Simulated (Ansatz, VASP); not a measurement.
# Two plane-wave programs on Si

File INCAR:

```
PREC = Accurate ; ENCUT = 520
EDIFF = 1E-6 ; ISMEAR = -1
SIGMA = 0.02 ; LREAL = False
LASPH = True ; NELM = 60
ALGO = Normal ; ISIF = 2
LWAVE = False ; LCHARG = False
GGA = PS ; NBANDS = 21
```

The input KPOINTS:

```
Automatic mesh
0
Gamma
  8 8 1
```

Contents of POSCAR:

```
Si
1.0
    3.8418213899      0.0000000000      0.0000000000
    0.0000000000      3.8418213899      0.0000000000
    0.0000000000      0.0000000000     22.7914000000
Si
6
Direct
    0.7500000000      0.0000000000      0.3521863688
    0.2500000000      0.0000000000      0.4106955112
    0.2500000000      0.5000000000      0.4703671465
    0.7500000000      0.5000000000      0.5296328543
    0.7500000000      0.0000000000      0.5893044888
    0.2500000000      0.0000000000      0.6478136303
```

Input for Ansatz:

```yaml
crystal:
  lattice:
    - [3.8418213899, 0.0, 0.0]
    - [0.0, 3.8418213899, 0.0]
    - [0.0, 0.0, 22.7914]
  atoms:
    - { symbol: Si, position: [0.75, 0.0, 0.3521863688] }
    - { symbol: Si, position: [0.25, 0.0, 0.4106955112] }
    - { symbol: Si, position: [0.25, 0.5, 0.4703671465] }
    - { symbol: Si, position: [0.75, 0.5, 0.5296328543] }
    - { symbol: Si, position: [0.75, 0.0, 0.5893044888] }
    - { symbol: Si, position: [0.25, 0.0, 0.6478136303] }
kpoints:
  mp_grid: { grid: [8, 8, 1] }
scf:
  occupations: { method: fermi_dirac, width: 0.02 }
hamiltonian:
  xc: pbesol
  pseudopotentials: { kind: paw }
output:
  forces: true
  stress: true
  eigenvalues: true
  core_levels:
    shells: { Si: ["2p"] }
    counted_from: conduction_bottom
    add_spin: false
```

Alike in both runs: task single point; functional PBEsol; k mesh 8 × 8 × 1; occupations fermi-dirac, width 0.02 eV; no spin polarisation.

```csv
,VASP,Ansatz
version,VASP 6.6.1,Ansatz 0.2.0
potentials or method,"VASP PAW PBE potentials, release 64 (Si)","PAW with Ansatz's default frozen-core files, scalar-relativistic"
plane-wave cutoff (eV),520,420
valence electrons in the cell,24,24
```

VASP gave:

* rms of the force components (eV/Å): 0.004

Question: Estimate Ansatz's values.

Answer: rms of the force components (eV/Å): 0.003.

VASP's potentials were made for PBE, not for PBEsol. Atom by atom the forces differ by 0.003 eV/Å (rms over components). With one functional, cell and mesh, what is left measures potentials, basis and numerics.
